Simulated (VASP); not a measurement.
# ZnSe (F-43m) in VASP: notebook, part 2 of 2

VASP 6.6.1.

### Step 3. Single point, r2SCANh

POSCAR

```
ZnSe
1.0
    0.0000000000      2.8337995388      2.8337995388
    2.8337995388      0.0000000000      2.8337995388
    2.8337995388      2.8337995388      0.0000000000
Zn Se
1 1
Direct
    0.0000000000      0.0000000000      0.0000000000
    0.7500000000      0.7500000000      0.7500000000
```

INCAR.step1

```
ALGO = Normal ; EDIFF = 1E-5
ENCUT = 520 ; GGA = PE
ISIF = 2 ; ISMEAR = 0
LASPH = True ; LCHARG = False
LREAL = False ; LWAVE = True
NBANDS = 16 ; NELM = 80
PREC = Accurate ; SIGMA = 0.05
```

INCAR.step2

```
AEXX = 0.1 ; ALGO = Normal
EDIFF = 1E-7 ; ENCUT = 520
ISIF = 2 ; ISMEAR = 0
ISTART = 1 ; LASPH = True
LCHARG = False ; LHFCALC = True
LMIXTAU = True ; LREAL = False
LWAVE = False ; METAGGA = R2SCAN
NBANDS = 16 ; NELM = 80
PREC = Accurate ; PRECFOCK = Normal
SIGMA = 0.05
```

KPOINTS

```
k-points
0
Gamma
  4 4 4
```

Potentials or basis: VASP PAW PBE potentials, release 64 (Zn, Se).

Command:

```bash
$ cat potpaw_PBE.64/Zn/POTCAR potpaw_PBE.64/Se/POTCAR > POTCAR
$ cp INCAR.step1 INCAR
$ mpirun -np 1 vasp_std > vasp.out
$ cp INCAR.step2 INCAR
$ mpirun -np 1 vasp_std > vasp.out
```

OUTCAR:

```text
AEXX = 0.1
   EDIFF = 1E-7
   ENCUT = 520
   ISIF = 2
   ISMEAR = 0
   ISTART = 1
   LASPH = True
   LHFCALC = True
   LREAL = False
   METAGGA = R2SCAN
   NELM = 80
   PREC = Accurate
   PRECFOCK = Normal

 ion  position               nearest neighbor table
   1  0.000  0.000  0.000-   2 2.45   2 2.45   2 2.45   2 2.45
   2  0.750  0.750  0.750-   1 2.45   1 2.45   1 2.45   1 2.45

  LATTYP: Found a face centered cubic cell.
 ALAT       =     5.6675990776

  Lattice vectors:

 A1 = (   0.0000000000,   2.8337995388,   2.8337995388)
 A2 = (   2.8337995388,   0.0000000000,   2.8337995388)
 A3 = (   2.8337995388,   2.8337995388,   0.0000000000)

Analysis of symmetry for initial positions (statically):
=====================================================================
 Subroutine PRICEL returns:
 Original cell was already a primitive cell.

 Routine SETGRP: Setting up the symmetry group for a
 face centered cubic supercell.

 Subroutine GETGRP returns: Found 24 space group operations
 (whereof 24 operations were pure point group operations)
 out of a pool of 48 trial point group operations.
[... 152 lines left out ...]

  energy without entropy =      -23.86831564  energy(sigma->0) =      -23.86831564

 E-fermi :   1.1854     XC(G=0):  -9.0387

 val. band max:        0.9498299922   @ k =   0.0000   0.0000   0.0000
 cond. band min:       3.4554390914   @ k =   0.0000   0.0000   0.0000
 fundamental gap:      2.5056090992
 Fermi energy:         1.1853916733

 k-point     1 :       0.0000    0.0000    0.0000
  band No.  band energies     occupation
      1     -13.1575      2.00000
      2      -6.4187      2.00000
      3      -6.4187      2.00000
      4      -6.4186      2.00000
      5      -6.0402      2.00000
      6      -6.0402      2.00000
[... 129 lines left out ...]
      3      -6.2161      2.00000
      4      -6.0779      2.00000
      5      -6.0600      2.00000
      6      -5.7253      2.00000
[... 8 lines left out ...]
     15      16.2207      0.00000
     16      16.5888      0.00000

------------------------ aborting loop because EDIFF is reached ----------------------------------------

  FORCE on cell =-STRESS in cart. coord.  units (eV):
  Direction    XX          YY          ZZ          XY          YZ          ZX
  --------------------------------------------------------------------------------------
  -------------------------------------------------------------------------------------
  Total        0.0448188      0.0448188      0.0448188     -0.0000000      0.0000000     -0.0000000
  in kB        1.5777329      1.5777329      1.5777329     -0.0000000      0.0000000     -0.0000000
  external PRESSURE =       1.5777329 kB  Pullay stress =       0.0000000 kB

 VOLUME and BASIS-vectors are now :
 -----------------------------------------------------------------------------
  energy-cutoff  :      520.00
  volume of cell :       45.51
      direct lattice vectors                 reciprocal lattice vectors
     0.000000000  2.833799539  2.833799539    -0.176441556  0.176441556  0.176441556
     2.833799539  0.000000000  2.833799539     0.176441556 -0.176441556  0.176441556
     2.833799539  2.833799539  0.000000000     0.176441556  0.176441556 -0.176441556

 POSITION                                       TOTAL-FORCE (eV/Angst)
 -----------------------------------------------------------------------------------
      0.00000      0.00000      0.00000         0.000000      0.000000      0.000000
      4.25070      4.25070      4.25070        -0.000000     -0.000000     -0.000000
 -----------------------------------------------------------------------------------
    total drift:                               -0.000068     -0.000040     -0.000046

  FREE ENERGIE OF THE ION-ELECTRON SYSTEM (eV)
  ---------------------------------------------------
  free  energy   TOTEN  =       -23.8683156356 eV

  energy  without entropy=      -23.8683156356  energy(sigma->0) =      -23.86831564
```

OSZICAR.step1:

```text
N       E                     dE             d eps       ncg     rms          rms(c)
DAV:   1     0.849394905480E+02    0.84939E+02   -0.83023E+03   256   0.124E+03
DAV:   2    -0.110694972834E+01   -0.86046E+02   -0.81294E+02   280   0.242E+02
DAV:   3    -0.622015575324E+01   -0.51132E+01   -0.50978E+01   328   0.585E+01
DAV:   4    -0.625771895229E+01   -0.37563E-01   -0.37559E-01   280   0.544E+00
DAV:   5    -0.625789960735E+01   -0.18066E-03   -0.18065E-03   352   0.348E-01    0.477E+00
DAV:   6    -0.597403210249E+01    0.28387E+00   -0.54383E-01   384   0.236E+01    0.365E+00
DAV:   7    -0.595259059795E+01    0.21442E-01   -0.15867E-01   272   0.348E+00    0.155E+00
DAV:   8    -0.595268100361E+01   -0.90406E-04   -0.48685E-03   352   0.687E-01    0.459E-01
DAV:   9    -0.595301384679E+01   -0.33284E-03   -0.11978E-03   272   0.263E-01    0.682E-02
DAV:  10    -0.595312930769E+01   -0.11546E-03   -0.18486E-04   320   0.100E-01    0.212E-02
DAV:  11    -0.595312981997E+01   -0.51228E-06   -0.36986E-05   272   0.475E-02
   1 F= -.59531298E+01 E0= -.59531298E+01  d E =-.179470E-16
```

Run time: 6 min. Hardware: 1 thread of Intel Xeon 6975P-C (Granite Rapids), shared host; peak memory 0.17 GiB.

Results:

```yaml
Free_energy: -23.8683 eV
Pressure: 0.2 GPa
Band_gap_on_the_k_mesh: 2.51 eV, direct
```

Caveat: the k points lie up to 0.48 Å⁻¹ apart; the PAW data sets were made with another functional, which shifts forces and pressure a little.

### Step 4. Single point, PBE-based global hybrid

POSCAR is that of step 3.

INCAR.step1

```
ALGO = Normal ; EDIFF = 1E-5
ENCUT = 520 ; GGA = PE
ISIF = 2 ; ISMEAR = 0
LASPH = T ; LCHARG = F
LREAL = F ; LWAVE = T
NBANDS = 16 ; NELM = 80
PREC = Accurate ; SIGMA = 0.05
```

INCAR.step2

```
AEXX = 0.15 ; ALGO = Normal
EDIFF = 1E-7 ; ENCUT = 520
GGA = PE ; ISIF = 2
ISMEAR = 0 ; ISTART = 1
LASPH = T ; LCHARG = F
LHFCALC = T ; LREAL = F
LWAVE = F ; NBANDS = 16
NELM = 80 ; PREC = Accurate
PRECFOCK = Normal ; SIGMA = 0.05
```

KPOINTS is that of step 3.

Command:

```bash
$ cat potpaw_PBE.64/Zn/POTCAR potpaw_PBE.64/Se/POTCAR > POTCAR
$ cp INCAR.step1 INCAR
$ mpirun -np 1 vasp_std > vasp.out
$ cp INCAR.step2 INCAR
$ mpirun -np 1 vasp_std > vasp.out
```

Wall time 3.9 min (1 thread of Intel Xeon 6975P-C (Granite Rapids), shared host); peak memory 0.18 GiB.

It converged, with:

```
Free energy            : -7.1291 eV
Pressure               : 1.8 GPa
Band gap on the k mesh : 2.38 eV, direct
```

Levels at points of the mesh, in eV from the valence-band top:
```csv
k point,band 5,band 6,band 7,band 8,band 9,band 10,band 11,band 12,band 13,band 14
"(0.00, 0.00, 0.00)",-7.22,-7.22,0.00,0.00,0.00,2.38,6.92,6.92,6.92,11.17
"(0.50, 0.00, 0.00)",-7.20,-7.04,-5.45,-0.90,-0.90,3.63,7.49,7.49,9.71,12.23
"(0.50, 0.50, 0.00)",-7.17,-7.01,-5.03,-2.28,-2.28,3.93,4.51,12.05,12.64,12.64
```

Caveat: the k points lie up to 0.48 Å⁻¹ apart; the PAW data sets were made with another functional, which shifts forces and pressure a little.

### Step 5. Single point, HF

POSCAR is that of step 4.

INCAR.step1

```
SYSTEM = ZnSe
  PREC = Accurate
  ENCUT = 520
  EDIFF = 1E-5
  ISMEAR = 0
  SIGMA = 0.05
  LREAL = .FALSE.
  LASPH = .TRUE.
  NELM = 80
  ALGO = Normal
  ISIF = 2
  LWAVE = .TRUE.
  LCHARG = .FALSE.
  NBANDS = 16
  GGA = PE
```

INCAR.step2

```
SYSTEM = ZnSe
  PREC = Accurate
  ENCUT = 520
  EDIFF = 1E-7
  ISMEAR = 0
  SIGMA = 0.05
  LREAL = .FALSE.
  LASPH = .TRUE.
  NELM = 80
  ALGO = Normal
  ISIF = 2
  LWAVE = .FALSE.
  LCHARG = .FALSE.
  GGA = PE
  LHFCALC = .TRUE.
  AEXX = 1.0
  ALDAC = 0.0
  AGGAC = 0.0
  PRECFOCK = Normal
  NBANDS = 16
  ISTART = 1
```

KPOINTS

```
Automatic mesh
0
G
  4 4 4
  0 0 0
```

Command:

```bash
$ cat potpaw_PBE.64/Zn/POTCAR potpaw_PBE.64/Se/POTCAR > POTCAR
$ cp INCAR.step1 INCAR
$ mpirun -np 1 vasp_std > vasp.out
$ cp INCAR.step2 INCAR
$ mpirun -np 1 vasp_std > vasp.out
```

Run time: 6 min. Hardware: 1 thread of Intel Xeon 6975P-C (Granite Rapids), shared host; peak memory 0.17 GiB.

Results (log left out):

| Item | Value |
| --- | --- |
| Free energy | -12.5334 eV |
| Pressure | 6.5 GPa |
| Band gap on the k mesh | 9.22 eV, direct |

Levels at points of the mesh, in eV from the valence-band top:
```tsv
k point	band 5	band 6	band 7	band 8	band 9	band 10	band 11	band 12	band 13	band 14
(0.00, 0.00, 0.00)	-13.14	-13.14	0.00	0.00	0.00	9.22	13.73	13.73	13.73	18.73
(0.50, 0.00, 0.00)	-13.14	-12.79	-6.38	-1.02	-1.02	10.37	14.14	14.14	16.41	19.80
(0.50, 0.50, 0.00)	-13.11	-12.63	-5.95	-2.64	-2.64	9.83	10.96	19.82	20.70	20.70
```

Caveat: the k points lie up to 0.48 Å⁻¹ apart; the PAW data sets were made with another functional, which shifts forces and pressure a little.

### Step 6. The runs side by side

```tsv
level	grid for exact exchange (PRECFOCK)	share of exact exchange	gap on the mesh (eV)	pressure (GPa)
PBE	-	-	1.28	2.7
r2SCANh	Normal	-	2.51	0.2
PBE-based global hybrid	Normal	0.15	2.38	1.8
HF	Normal	-	9.22	6.5
```

Alike in all rows: task single point; potentials or basis VASP PAW PBE potentials, release 64 (Zn, Se); no spin polarisation; cell as given; k mesh 4 × 4 × 4; cutoff (eV) 520; smearing gaussian 0.05 eV.

Caveats: all runs use coarse meshes; the PAW data sets were made with another functional, which shifts forces and pressure a little (some runs).

Absolute energies hang on the potentials; compare differences alone.
